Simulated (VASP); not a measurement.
Input of a VASP 6.6.1 run:

INCAR

```
SYSTEM = Fe
PREC = Accurate
ENCUT = 520
EDIFF = 1E-8
ISMEAR = -1
SIGMA = 0.05
LREAL = .FALSE.
LASPH = .TRUE.
NELM = 150
ALGO = Normal
ISIF = 2
LWAVE = .FALSE.
LCHARG = .FALSE.
ISPIN = 2
MAGMOM = 3
LORBIT = 11
LMAXMIX = 4
GGA = PE
LEFG = .TRUE.
NBANDS = 14
```

File KPOINTS:

```
Automatic mesh
0
G
  16 16 16
  0 0 0
```

The input POSCAR:

```
Fe
1.0
    0.0000000000      1.9223222937      1.9651051623
    1.4834553128      0.0000000000      1.9651051623
    1.4834553128      1.9223222937      0.0000000000
Fe
1
Direct
    0.0000000000      0.0000000000      0.0000000000
```

Potentials or basis: VASP PAW PBE potentials, release 64 (Fe).

The run is started by

```bash
$ cat potpaw_PBE.64/Fe/POTCAR > POTCAR
$ mpirun -np 1 vasp_std > vasp.out
```

Question: Predict the site moments.

Answer: Fe +2.18 μB.

Question: Predict the net moment.

Answer: 2.19 μB per cell.

Question: What does it give for the pressure?

Answer: 3.3 GPa.

Electric field gradients, principal values (V/Å²):
```
atom   least  middle  greatest (by size)
1 Fe  -2.992  -3.994               6.986
```

Caveat: the cell differs from its parent crystal (equal xx and yy strain of -1 %); the stress differs along the axes, from -2 to 8 GPa; without QUAD_EFG the Cq values of the log hold for a quadrupole moment of 1 mb, not for the nuclei.
